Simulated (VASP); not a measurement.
Wanted: the native input for a VASP 6.6.1 run.

```yaml
Task: relaxation of cell and atoms
Functional: BLYP
Dispersion: D3(BJ)
Potentials_or_basis: VASP PAW PBE potentials, release 64 (Cd, S)
Cutoff: 600 eV
k_mesh: 8 × 8 × 8
Occupations: fermi-dirac, width 0.05 eV
Spin: no spin polarisation
Dipole_correction: no
Further_INCAR_settings: ALGO = Normal; EDIFF = 1e-07; IBRION = 2; EDIFFG = -0.01; NSW = 60; ISIF = 3
```

The structure of CdS lies in POSCAR:

```
CdS
1.0
    0.0000000000      2.9165000000      2.9165000000
    2.9165000000      0.0000000000      2.9165000000
    2.9165000000      2.9165000000      0.0000000000
Cd S
1 1
Direct
    0.0000000000      0.0000000000      0.0000000000
    0.7500000000      0.7500000000      0.7500000000
```

The input as run:

INCAR

```
PREC = Accurate
ENCUT = 600
EDIFF = 1E-7
ISMEAR = -1
SIGMA = 0.05
LREAL = False
LASPH = True
NELM = 80
ALGO = Normal
ISIF = 3
LWAVE = False
LCHARG = False
GGA = B5
ALDAX = 1.0
AGGAX = 1.0
AGGAC = 1.0
ALDAC = 0.0
IVDW = 12
VDW_S6 = 1.0
VDW_S8 = 2.6996
VDW_A1 = 0.4298
VDW_A2 = 4.2359
IBRION = 2
NSW = 60
EDIFFG = -0.01
```

KPOINTS

```
regular mesh
0
Gamma
  8 8 8
```

Potentials or basis: VASP PAW PBE potentials, release 64 (Cd, S).

Launch:

```bash
$ cat potpaw_PBE.64/Cd/POTCAR potpaw_PBE.64/S/POTCAR > POTCAR
$ mpirun -np 1 vasp_std > vasp.out
```

Results of the run:

```json
{
  "Relaxed volume": "25.40 Å³/atom",
  "Relaxed cell": "a = 4.157 Å, b = 4.157 Å, c = 4.157 Å, α = 60.00°, β = 60.00°, γ = 60.00°",
  "Space group after relaxing (to 0.1 Å)": "F-43m (No. 216)",
  "Energy gained by relaxing": "2.6 meV/atom",
  "Ionic steps": "3",
  "Pressure after relaxing": "0.0 GPa",
  "Band gap on the k mesh": "1.06 eV",
  "Dispersion energy per atom": "-0.654 eV"
}
```

Caveat: the PAW data sets were made with another functional, which shifts forces and pressure a little.

Run time: 2.4 min on 1 thread of Intel Xeon 8259CL, with other jobs on the host, peak memory 0.23 GiB.
